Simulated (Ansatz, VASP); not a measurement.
# CdSe4 in VASP and in Ansatz

```
CELL_PARAMETERS angstrom
-2.70004 2.70004 4.18732
2.70004 -2.70004 4.18732
2.70004 2.70004 -4.18732
ATOMIC_POSITIONS crystal
Cd 0.00000 0.00000 0.00000
Se 0.34533 0.34533 0.00000
Se 0.65467 0.65467 0.00000
Se 0.50000 0.00000 0.50000
Se 0.00000 0.50000 0.50000
```

Alike in both runs: functional PBE; k mesh 4 × 4 × 4; occupations gaussian, width 0.2 eV; no spin polarisation.

Ansatz relaxed the structure, and its values are those at the end. VASP's run is a single point on that final structure, the one shown.

```csv
,VASP,Ansatz
version,VASP 6.6.1,Ansatz 0.2.0
potentials or method,"VASP PAW PBE potentials, release 64 (Cd, Se), cutoff 500 eV","scalar-relativistic, plane waves, PAW"
valence electrons in the cell,36,84
```

Ansatz gave:

* gap on the k mesh at the Fermi level (eV): none
* pressure (GPa): -0.1
* rms of the force components (eV/Å): 0.006

Question: What did VASP give for the same quantities?

Answer: gap on the k mesh at the Fermi level (eV): none; pressure (GPa): 0.1; rms of the force components (eV/Å): 0.009.

A gap of «none» marks a metal or a gap that the smearing closes. The functional is the same, so the differences come from potentials, cutoffs and numerics. VASP's potentials hold 36 valence electrons a cell and Ansatz's 84, so a difference there can come from the potentials and not from the codes.

The k mesh is coarse, so the values compare programs but aren't converged.
